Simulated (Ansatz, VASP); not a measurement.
**ZnGaC4N4 in VASP and in Ansatz**

```
CELL_PARAMETERS angstrom
5.89558 0.00000 0.00000
0.00000 5.89558 0.00000
0.00000 0.00000 5.89558
ATOMIC_POSITIONS crystal
Zn 0.50000 0.50000 0.50000
Ga 0.00000 0.00000 0.00000
C 0.19296 0.19296 0.19296
C 0.19296 0.80704 0.80704
C 0.80704 0.19296 0.80704
C 0.80704 0.80704 0.19296
N 0.30766 0.30766 0.30766
N 0.30766 0.69234 0.69234
N 0.69234 0.30766 0.69234
N 0.69234 0.69234 0.30766
```

Alike in both runs: functional PBE; k mesh 6 × 6 × 6; occupations gaussian, width 0.1 eV; no spin polarisation.

Ansatz relaxed the structure, and its values are those at the end. VASP's run is a single point on that final structure, the one shown.

|  | VASP | Ansatz |
| --- | --- | --- |
| version | VASP 6.6.1 | Ansatz 0.2.0 |
| potentials or method | VASP PAW PBE potentials, release 64 (Zn, Ga_d, C, N), cutoff 520 eV | scalar-relativistic, plane waves, PAW |
| valence electrons in the cell | 61 | 61 |

```tsv
	VASP	Ansatz	Ansatz less VASP
gap on the k mesh at the Fermi level (eV)	none	none	-
pressure (GPa)	0.4	0.0	-0.38
rms of the force components (eV/Å)	0.189	0.000	-0.1884
```

A gap of «none» marks a metal or a gap that the smearing closes. One of these differences is far larger than is usual between the two programs; its cause wasn't traced.

Noted on VASP's run: the standard files for N, O and F lose accuracy on very short bonds.
